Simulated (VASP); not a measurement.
# Al2Au (Fm-3m) in VASP: a series of runs, part 2 of 2

VASP 6.6.1.

### 4 Single point, LDA (volume scaled by 0.94)

INCAR reads:

```
SYSTEM = Al2Au
PREC = Accurate
ENCUT = 520
EDIFF = 1E-7
ISMEAR = -1
SIGMA = 0.05
LREAL = .False.
LASPH = .True.
NELM = 80
ALGO = Fast
ISIF = 2
LWAVE = .False.
LCHARG = .False.
NBANDS = 16
```

KPOINTS reads:

```
regular mesh
0
Gamma
  8 8 8
  0 0 0
```

POSCAR reads:

```
Al2Au
1.0
    0.0000000000      2.9387583261      2.9387583261
    2.9387583261      0.0000000000      2.9387583261
    2.9387583261      2.9387583261      0.0000000000
Au Al
1 2
Direct
    0.0000000000      0.0000000000      0.0000000000
    0.7500000000      0.7500000000      0.7500000000
    0.2500000000      0.2500000000      0.2500000000
```

Potentials or basis: VASP PAW LDA potentials, release 64 (Au, Al).

Run with:

```
$ cat potpaw_LDA.64/Au/POTCAR potpaw_LDA.64/Al/POTCAR > POTCAR
$ mpirun -np 1 vasp_std > vasp.out
```

It took 35 s on 1 thread of Intel Xeon Platinum 8259CL at 2.50GHz (Skylake/Cascade Lake), shared host; peak memory 0.16 GiB.

The run converged. Its results:

* Free energy: -14.2665 eV
* Pressure: 5.4 GPa

Levels at points of the mesh, in eV from the Fermi level:
| k point | band 5 | band 6 | band 7 | band 8 | band 9 | band 10 | band 11 | band 12 | band 13 | band 14 |
| --- | --- | --- | --- | --- | --- | --- | --- | --- | --- | --- |
| (0.00, 0.00, 0.00) | -5.97 | -5.97 | 2.54 | 2.94 | 2.94 | 2.94 | 4.17 | 4.17 | 4.17 | 5.86 |
| (0.50, 0.00, 0.00) | -5.84 | -5.84 | -5.75 | 0.30 | 0.30 | 3.32 | 4.00 | 4.00 | 4.01 | 9.02 |
| (0.50, 0.50, 0.00) | -6.13 | -5.63 | -5.28 | -2.27 | -2.27 | 1.57 | 2.10 | 7.68 | 10.22 | 10.22 |

Caveat: spin-orbit coupling is left out, which moves the levels of the heavy elements.

### 5 Single point, LDA

INCAR reads:

```
ALGO     = Fast           # electronic algorithm
EDIFF    = 1E-7           # SCF threshold, eV
ENCUT    = 520            # plane-wave cutoff, eV
GGA      = CA             # functional
ISIF     = 2              # what is computed and relaxed
ISMEAR   = -1             # smearing method
LASPH    = True           # aspherical terms in the spheres
LCHARG   = False          # write CHGCAR
LREAL    = False          # projectors in reciprocal space
LWAVE    = False          # write WAVECAR
NBANDS   = 16             # bands
NELM     = 100            # most SCF steps
PREC     = Accurate       # precision mode
SIGMA    = 0.05           # smearing width, eV
```

KPOINTS reads:

```
k-points
0
Gamma
  8 8 8
```

POSCAR reads:

```
Al2Au
1.0
    0.0000000000      3.0000000000      3.0000000000
    3.0000000000      0.0000000000      3.0000000000
    3.0000000000      3.0000000000      0.0000000000
Au Al
1 2
Direct
    0.0000000000      0.0000000000      0.0000000000
    0.7500000000      0.7500000000      0.7500000000
    0.2500000000      0.2500000000      0.2500000000
```

Potentials or basis: VASP PAW LDA potentials, release 64 (Au, Al).

Run with:

```
$ cat potpaw_LDA.64/Au/POTCAR potpaw_LDA.64/Al/POTCAR > POTCAR
$ mpirun -np 1 vasp_std > vasp.out
```

OUTCAR:

```text
EDIFF = 1E-7
   ENCUT = 520
   GGA = CA
   ISIF = 2
   ISMEAR = -1
   LASPH = True
   LREAL = False
   NELM = 100
   PREC = Accurate

 ion  position               nearest neighbor table
   1  0.000  0.000  0.000-   2 2.60   2 2.60   2 2.60   2 2.60   3 2.60   3 2.60   3 2.60   3 2.60

   2  0.750  0.750  0.750-   1 2.60   1 2.60   1 2.60   1 2.60   3 3.00   3 3.00   3 3.00   3 3.00
                             3 3.00   3 3.00
   3  0.250  0.250  0.250-   1 2.60   1 2.60   1 2.60   1 2.60   2 3.00   2 3.00   2 3.00   2 3.00
                             2 3.00   2 3.00

  LATTYP: Found a face centered cubic cell.
 ALAT       =     6.0000000000

  Lattice vectors:

 A1 = (   0.0000000000,   3.0000000000,   3.0000000000)
 A2 = (   3.0000000000,   0.0000000000,   3.0000000000)
 A3 = (   3.0000000000,   3.0000000000,   0.0000000000)

Analysis of symmetry for initial positions (statically):
=====================================================================
 Subroutine PRICEL returns:
 Original cell was already a primitive cell.

 Routine SETGRP: Setting up the symmetry group for a
 face centered cubic supercell.

 Subroutine GETGRP returns: Found 48 space group operations
 (whereof 48 operations were pure point group operations)
 out of a pool of 48 trial point group operations.

The static configuration has the point symmetry O_h .

Analysis of symmetry for dynamics (positions and initial velocities):
=====================================================================
 Subroutine PRICEL returns:
 Original cell was already a primitive cell.

 Routine SETGRP: Setting up the symmetry group for a
 face centered cubic supercell.

 Subroutine GETGRP returns: Found 48 space group operations
 (whereof 48 operations were pure point group operations)
 out of a pool of 48 trial point group operations.

The dynamic configuration has the point symmetry O_h .

 Subroutine INISYM returns: Found 48 space group operations
 (whereof 48 operations are pure point group operations),
 and found     1 'primitive' translations

----------------------------------------------------------------------------------------

                                     Primitive cell

  volume of cell :      54.0000

  direct lattice vectors                    reciprocal lattice vectors
     0.000000000  3.000000000  3.000000000    -0.166666667  0.166666667  0.166666667
     3.000000000  0.000000000  3.000000000     0.166666667 -0.166666667  0.166666667
     3.000000000  3.000000000  0.000000000     0.166666667  0.166666667 -0.166666667

  length of vectors
     4.242640687  4.242640687  4.242640687     0.288675135  0.288675135  0.288675135

  position of ions in fractional coordinates (direct lattice)
     0.000000000  0.000000000  0.000000000
     0.750000000  0.750000000  0.750000000
     0.250000000  0.250000000  0.250000000

  ion indices of the primitive-cell ions
   primitive index   ion index
                 1           1
                 2           2
                 3           3

----------------------------------------------------------------------------------------

 KPOINTS: k-points

Automatic generation of k-mesh.
 Grid dimensions read from file:
 generate k-points for:    8    8    8

 Generating k-lattice:

  Cartesian coordinates                     Fractional coordinates (reciprocal lattice)
    -0.020833333  0.020833333  0.020833333     0.125000000  0.000000000  0.000000000
     0.020833333 -0.020833333  0.020833333     0.000000000  0.125000000  0.000000000
     0.020833333  0.020833333 -0.020833333     0.000000000  0.000000000  0.125000000

  Length of vectors
     0.036084392  0.036084392  0.036084392

  Shift w.r.t. Gamma in fractional coordinates (k-lattice)
     0.000000000  0.000000000  0.000000000

 Subroutine IBZKPT returns following result:
 ===========================================

 Found     29 irreducible k-points:

 Following reciprocal coordinates:
            Coordinates               Weight
  0.000000  0.000000  0.000000      1.000000
  0.125000  0.000000  0.000000      8.000000
  0.250000  0.000000  0.000000      8.000000
  0.375000  0.000000  0.000000      8.000000
  0.500000  0.000000  0.000000      4.000000
  0.125000  0.125000  0.000000      6.000000
[... 16 lines left out ...]
  0.500000  0.250000  0.125000     48.000000
 -0.375000  0.250000  0.125000     24.000000
 [... further k-points ...]
   k-points           NKPTS =     29   k-points in BZ     NKDIM =     29   number of bands    NBANDS=     16
   number of dos      NEDOS =    301   number of ions     NIONS =      3
   total plane-waves  NPLWV =  32768
   dimension x,y,z NGX =    32 NGY =   32 NGZ =   32
   dimension x,y,z NGXF=    64 NGYF=   64 NGZF=   64
   ions per type =               1   2
   NGX,Y,Z   is equivalent  to a cutoff of  12.54, 12.54, 12.54 a.u.
   NGXF,Y,Z  is equivalent  to a cutoff of  25.08, 25.08, 25.08 a.u.
 SYSTEM =  unknown system
   PREC   = accura    normal or accurate (medium, high low for compatibility)
   ISTART =      0    job   : 0-new  1-cont  2-samecut
   ICHARG =      2    charge: 1-file 2-atom 10-const
   ISPIN  =      1    spin polarized calculation?
   LNONCOLLINEAR =      F non collinear calculations
   LSORBIT =      F    spin-orbit coupling
   LASPH  =      T    aspherical Exc in radial PAW
   ENCUT  =  520.0 eV  38.22 Ry    6.18 a.u.   7.89  7.89  7.89*2*pi/ulx,y,z
   NELM   =    100;   NELMIN=  2; NELMDL= -5     # of ELM steps
   EDIFF  = 0.1E-06   stopping-criterion for ELM
   LREAL  =      F    real-space projection
   EDIFFG = 0.1E-05   stopping-criterion for IOM
   NSW    =      0    number of steps for IOM
   IBRION =     -1    ionic relax: 0-MD 1-quasi-New 2-CG
   NFREE  =      0    steps in history (QN), initial steepest desc. (CG)
   ISIF   =      2    stress and relaxation
   ISYM   =      2    0-nonsym 1-usesym 2-fastsym
   POTIM  = 0.5000    time-step for ionic-motion
   TEBEG  =    0.0;   TEEND  =   0.0 temperature during run
   PSTRESS=    0.0 pullay stress
   NELECT =      17.0000    total number of electrons
   NUPDOWN=      -1.0000    fix difference up-down
   EMIN   =  10.00;   EMAX   =-10.00  energy-range for DOS
   EFERMI =   0.00;   METHOD = LEGACY
   ISMEAR =    -1;   SIGMA  =   0.05  broadening in eV -4-tet -1-fermi 0-gaus
   EFERMI_NEDOS =   21; number of points for ismear=-14 and -15
   IALGO  =     68    algorithm
   IMIX   =      4    mixing-type and parameters
     AMIX     =   0.40;   BMIX     =  1.00
     AMIX_MAG =   1.60;   BMIX_MAG =  1.00
  volume/ion in A,a.u.               =      18.00       121.47
  Fermi-wavevector in a.u.,A,eV,Ry     =   1.113679  2.104547 16.875035  1.240280
  Thomas-Fermi vector in A             =   2.250266
   LORBIT       =      0    0 simple, 1 ext, 2 COOP (PROOUT), +10 PAW based schemes
   GGA     = CA    functional components
   LHFCALC =     F    Hartree Fock is set to
   AEXX    =    0.0000 exact exchange contribution
   IVDW    =     0    specifies the selected vdW correction
   LEPSILON=     F    determine dielectric tensor
   LRPA    =     F    only Hartree local field effects (RPA)
 non-spin polarized calculation
 RMM-DIIS sequential band-by-band and
  energy-cutoff  :      520.00
  volume of cell :       54.00
 maximum number of plane-waves:      1475
   NGX = 15   NGY = 15   NGZ = 15

 number of electron      17.0000001 magnetization

 Free energy of the ion-electron system (eV)
  ---------------------------------------------------
  ext. energy  EPLUGINS =         0.00000000
  ---------------------------------------------------
  free energy    TOTEN  =       -14.29261810 eV

  energy without entropy =      -14.28363796  energy(sigma->0) =      -14.28812803

 E-fermi :   7.5925     XC(G=0): -10.7160

 val. band max:        7.5647798122   @ k =  -0.1250   0.1250   0.0000
 cond. band min:       7.6091248741   @ k =   0.3750   0.1250   0.0000
 fundamental gap:      0.0443450618
 Fermi energy:         7.5924954300

 k-point     1 :       0.0000    0.0000    0.0000
  band No.  band energies     occupation
      1      -2.9494      2.00000
      2       0.9670      2.00000
      3       0.9670      2.00000
      4       0.9670      2.00000
      5       1.9326      2.00000
      6       1.9326      2.00000
[... 8 lines left out ...]
     15      13.2927      0.00000
     16      13.2927      0.00000
[... 419 lines left out ...]
 k-point    24 :      -0.3750    0.2500    0.1250
  band No.  band energies     occupation
      1      -0.3882      2.00000
      2       0.7108      2.00000
      3       1.3365      2.00000
      4       1.4415      2.00000
      5       1.8585      2.00000
      6       2.1148      2.00000
[... 8 lines left out ...]
     15      15.1700      0.00000
     16      17.6819      0.00000

 [... further k-points ...]
[... 5 lines left out ...]
  --------------------------------------------------------------------------------------
  -------------------------------------------------------------------------------------
  Total       -0.8175604     -0.8175604     -0.8175604     -0.0000000      0.0000000      0.0000000
  in kB      -24.2569759    -24.2569759    -24.2569759     -0.0000000      0.0000000      0.0000000
  external PRESSURE =     -24.2569759 kB  Pullay stress =       0.0000000 kB

 VOLUME and BASIS-vectors are now :
 -----------------------------------------------------------------------------
  energy-cutoff  :      520.00
  volume of cell :       54.00
      direct lattice vectors                 reciprocal lattice vectors
     0.000000000  3.000000000  3.000000000    -0.166666667  0.166666667  0.166666667
     3.000000000  0.000000000  3.000000000     0.166666667 -0.166666667  0.166666667
     3.000000000  3.000000000  0.000000000     0.166666667  0.166666667 -0.166666667

 POSITION                                       TOTAL-FORCE (eV/Angst)
 -----------------------------------------------------------------------------------
      0.00000      0.00000      0.00000         0.000000      0.000000      0.000000
      4.50000      4.50000      4.50000        -0.000000      0.000000      0.000000
      1.50000      1.50000      1.50000         0.000000     -0.000000     -0.000000
 -----------------------------------------------------------------------------------
    total drift:                                0.000000     -0.000000      0.000000

  FREE ENERGIE OF THE ION-ELECTRON SYSTEM (eV)
  ---------------------------------------------------
  free  energy   TOTEN  =       -14.2926180973 eV

  energy  without entropy=      -14.2836379564  energy(sigma->0) =      -14.28812803
```

Run time: 31 s. Hardware: 1 thread of Intel Xeon Platinum 8259CL at 2.50GHz (Skylake/Cascade Lake), shared host; peak memory 0.16 GiB.

Results:

```
Free energy : -14.2926 eV
Pressure    : -2.4 GPa
```

Levels at points of the mesh, in eV from the Fermi level:
| k point | band 5 | band 6 | band 7 | band 8 | band 9 | band 10 | band 11 | band 12 | band 13 | band 14 |
| --- | --- | --- | --- | --- | --- | --- | --- | --- | --- | --- |
| (0.00, 0.00, 0.00) | -5.66 | -5.66 | 2.12 | 2.95 | 2.95 | 2.95 | 3.92 | 3.92 | 3.92 | 5.70 |
| (0.50, 0.00, 0.00) | -5.54 | -5.54 | -5.48 | 0.36 | 0.36 | 3.23 | 3.53 | 3.83 | 3.83 | 8.83 |
| (0.50, 0.50, 0.00) | -5.82 | -5.36 | -5.04 | -2.09 | -2.09 | 1.22 | 2.09 | 7.69 | 9.71 | 9.71 |

Caveat: spin-orbit coupling is left out, which moves the levels of the heavy elements.

### 6 The runs side by side

```csv
task,level,potentials or basis,cell,cutoff (eV),gap on the mesh (eV),pressure (GPa)
relaxation of cell and atoms,PBEsol,"VASP PAW PBE potentials, release 64 (Au, Al)","relaxed to 30 GPa from a = 4.243 Å, angles 60.0°, 3 atoms",600,none,30.0
relaxation of cell and atoms,r2SCAN,"VASP PAW PBE potentials, release 64 (Au, Al)","relaxed to 30 GPa from a = 4.243 Å, angles 60.0°, 3 atoms",600,none,30.0
single point,LDA,"VASP PAW LDA potentials, release 64 (Au, Al)","a = 4.156 Å, angles 60.0°, 3 atoms",520,none,5.4
single point,LDA,"VASP PAW LDA potentials, release 64 (Au, Al)","a = 4.243 Å, angles 60.0°, 3 atoms",520,none,-2.4
```

Alike in all rows: no spin polarisation; k mesh 8 × 8 × 8; smearing fermi-dirac 0.05 eV.

Caveats: spin-orbit coupling is left out, which moves the levels of the heavy elements; the cell is relaxed towards a set pressure, so the enthalpy falls and the energy may rise (some runs); the PAW data sets were made with another functional, which shifts forces and pressure a little (some runs).

Total energies depend on the potentials used, so only differences within one code and one set of settings carry meaning.
